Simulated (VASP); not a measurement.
# Pt (Fm-3m) in VASP: settings compared, part 2 of 2

VASP 6.6.1. The steps go on from the part before.

## (6) Single point, r2SCAN

This run uses another cell than the first one, of 15.38 Å³/atom.

Contents of POSCAR:

```
Pt
1.0
    0.0000000000      1.9738864712      1.9738864712
    1.9738864712      0.0000000000      1.9738864712
    1.9738864712      1.9738864712      0.0000000000
Pt
1
Direct
    0.0000000000      0.0000000000      0.0000000000
```

Contents of INCAR.step1:

```
SYSTEM = Pt
PREC = Accurate
ENCUT = 630
ISMEAR = -1
SIGMA = 0.05
LREAL = .FALSE.
LASPH = .TRUE.
NELM = 120
NBANDS = 15
GGA = PE
ALGO = Normal
EDIFF = 1E-5
LWAVE = .TRUE.
LCHARG = .FALSE.
GGA_COMPAT = .FALSE.
```

Contents of INCAR.step2:

```
SYSTEM = Pt
PREC = Accurate
ENCUT = 630
EDIFF = 1E-6
ISMEAR = -1
SIGMA = 0.05
LREAL = .FALSE.
LASPH = .TRUE.
NELM = 120
ALGO = Normal
ISIF = 2
LWAVE = .FALSE.
LCHARG = .FALSE.
METAGGA = R2SCAN
LMIXTAU = .TRUE.
NBANDS = 15
ISTART = 1
GGA_COMPAT = .FALSE.
```

Contents of KPOINTS:

```
regular mesh
0
G
  12 12 12
  0 0 0
```

Potentials or basis: VASP PAW PBE potentials, release 64 (Pt_sv_GW).

Started as:

```bash
$ cat potpaw_PBE.64/Pt_sv_GW/POTCAR > POTCAR
$ cp INCAR.step1 INCAR
$ mpirun -np 1 vasp_std > vasp.out
$ cp INCAR.step2 INCAR
$ mpirun -np 1 vasp_std > vasp.out
```

OUTCAR:

```text
SYSTEM = Pt
   PREC = Accurate
   ENCUT = 630
   EDIFF = 1E-6
   ISMEAR = -1
   LREAL = .FALSE.
   LASPH = .TRUE.
   NELM = 120
   ISIF = 2
   METAGGA = R2SCAN
   ISTART = 1

 ion  position               nearest neighbor table
   1  0.000  0.000  0.000-

  LATTYP: Found a face centered cubic cell.
 ALAT       =     3.9477729424

  Lattice vectors:

 A1 = (   0.0000000000,   1.9738864712,   1.9738864712)
 A2 = (   1.9738864712,   0.0000000000,   1.9738864712)
 A3 = (   1.9738864712,   1.9738864712,   0.0000000000)

Analysis of symmetry for initial positions (statically):
=====================================================================
 Subroutine PRICEL returns:
 Original cell was already a primitive cell.

 Routine SETGRP: Setting up the symmetry group for a
 face centered cubic supercell.

 Subroutine GETGRP returns: Found 48 space group operations
 (whereof 48 operations were pure point group operations)
 out of a pool of 48 trial point group operations.

The static configuration has the point symmetry O_h .

Analysis of symmetry for dynamics (positions and initial velocities):
=====================================================================
 Subroutine PRICEL returns:
 Original cell was already a primitive cell.

 Routine SETGRP: Setting up the symmetry group for a
 face centered cubic supercell.

 Subroutine GETGRP returns: Found 48 space group operations
 (whereof 48 operations were pure point group operations)
 out of a pool of 48 trial point group operations.

The dynamic configuration has the point symmetry O_h .

 Subroutine INISYM returns: Found 48 space group operations
 (whereof 48 operations are pure point group operations),
 and found     1 'primitive' translations

----------------------------------------------------------------------------------------

                                     Primitive cell

  volume of cell :      15.3814
[... 107 lines left out ...]
     AMIX_MAG =   1.60;   BMIX_MAG =  1.00
  volume/ion in A,a.u.               =      15.38       103.80
  Fermi-wavevector in a.u.,A,eV,Ry     =   1.725176  3.260111 40.494115  2.976233
  Thomas-Fermi vector in A             =   2.800726
   LORBIT       =      0    0 simple, 1 ext, 2 COOP (PROOUT), +10 PAW based schemes
   METAGGA = R2SCAN    functional components
   LHFCALC =     F    Hartree Fock is set to
   AEXX    =    0.0000 exact exchange contribution
   IVDW    =     0    specifies the selected vdW correction
   LEPSILON=     F    determine dielectric tensor
   LRPA    =     F    only Hartree local field effects (RPA)
 non-spin polarized calculation
  energy-cutoff  :      630.00
  volume of cell :       15.38
 maximum number of plane-waves:       568
   NGX = 11   NGY = 11   NGZ = 11

 number of electron      18.0000000 magnetization

 Free energy of the ion-electron system (eV)
  ---------------------------------------------------
  ext. energy  EPLUGINS =         0.00000000
  ---------------------------------------------------
  free energy    TOTEN  =       -51.42614992 eV

  energy without entropy =      -51.41134659  energy(sigma->0) =      -51.41874825

 E-fermi :  10.1425     XC(G=0): -15.1218

 val. band max:       10.1317790702   @ k =   0.4167   0.2500   0.0000
 cond. band min:      10.1432331062   @ k =  -0.4167   0.3333   0.0833
 fundamental gap:      0.0114540360
 Fermi energy:        10.1424800095

 k-point     1 :       0.0000    0.0000    0.0000
  band No.  band energies     occupation
      1     -90.4675      2.00000
      2     -43.8314      2.00000
      3     -43.8314      2.00000
      4     -43.8314      2.00000
      5      -0.1068      2.00000
      6       6.3417      2.00000
      7       6.3417      2.00000
      8       6.3417      2.00000
      9       8.4315      2.00000
     10       8.4315      2.00000
     11      25.5477      0.00000
     12      30.5948      0.00000
     13      30.5948      0.00000
     14      30.5948      0.00000
[... 401 lines left out ...]
      2     -44.2600      2.00000
      3     -43.9856      2.00000
      4     -43.9183      2.00000
      5       3.6136      2.00000
      6       5.6973      2.00000
      7       6.9316      2.00000
      8       7.3258      2.00000
      9       9.8244      1.99655
     10      13.3445      0.00000
     11      16.3860      0.00000
     12      25.6236      0.00000
     13      27.8046      0.00000
     14      29.3630      0.00000
     15      37.9881      0.00000

 [... further k-points ...]
[... 5 lines left out ...]
  --------------------------------------------------------------------------------------
  -------------------------------------------------------------------------------------
  Total       -0.1994293     -0.1994293     -0.1994293      0.0000000      0.0000000      0.0000000
  in kB      -20.7731826    -20.7731826    -20.7731826      0.0000000      0.0000000      0.0000000
  external PRESSURE =     -20.7731826 kB  Pullay stress =       0.0000000 kB

 VOLUME and BASIS-vectors are now :
 -----------------------------------------------------------------------------
  energy-cutoff  :      630.00
  volume of cell :       15.38
      direct lattice vectors                 reciprocal lattice vectors
     0.000000000  1.973886471  1.973886471    -0.253307375  0.253307375  0.253307375
     1.973886471  0.000000000  1.973886471     0.253307375 -0.253307375  0.253307375
     1.973886471  1.973886471  0.000000000     0.253307375  0.253307375 -0.253307375

 POSITION                                       TOTAL-FORCE (eV/Angst)
 -----------------------------------------------------------------------------------
      0.00000      0.00000      0.00000         0.000000      0.000000      0.000000
 -----------------------------------------------------------------------------------
    total drift:                                0.000000     -0.000000     -0.000000

  FREE ENERGIE OF THE ION-ELECTRON SYSTEM (eV)
  ---------------------------------------------------
  free  energy   TOTEN  =       -51.4261499217 eV

  energy  without entropy=      -51.4113465882  energy(sigma->0) =      -51.41874825
```

Wall time 75 s (1 thread of Intel Xeon Platinum 8259CL at 2.50GHz (Skylake/Cascade Lake), shared host); peak memory 0.16 GiB.

Results:

```
Free energy            : -51.4261 eV
Pressure               : -2.1 GPa
Band gap on the k mesh : zero (bands 9 and 10 overlap by 2.30 eV)
```

Caveat: the PAW data sets were made with another functional, which shifts forces and pressure a little; spin-orbit coupling is left out, which moves the levels of the heavy elements.

## (7) The runs side by side

| level | cell | k mesh | cutoff (eV) | grid for exact exchange (PRECFOCK) | share of exact exchange | gap on the mesh (eV) | pressure (GPa) |
| --- | --- | --- | --- | --- | --- | --- | --- |
| r2SCAN | a = 2.810 Å, angles 60.0°, 1 atom | 12 × 12 × 12 | 630 | - | - | none | -6.9 |
| r2SCAN | a = 2.773 Å, angles 60.0°, 1 atom | 10 × 10 × 10 | 630 | - | - | none | 3.4 |
| PBEsol-based global hybrid with 25 % exact exchange | a = 2.743 Å, angles 60.0°, 1 atom | 6 × 6 × 6 | 430 | Normal | 0.25 | none | -2.4 |
| r2SCAN | a = 2.791 Å, angles 60.0°, 1 atom | 12 × 12 × 12 | 630 | - | - | none | -2.1 |

Alike in all rows: task single point; potentials or basis VASP PAW PBE potentials, release 64 (Pt_sv_GW); no spin polarisation; smearing fermi-dirac 0.05 eV.

Caveats: some runs use coarse meshes; the PAW data sets were made with another functional, which shifts forces and pressure a little; spin-orbit coupling is left out, which moves the levels of the heavy elements; the cell stands under tension (at least some runs); the cell stands under pressure (at least some runs).

Absolute energies hang on the potentials; compare differences alone.

The gap in the log of VASP goes by the Fermi energy; the results here count the filled bands.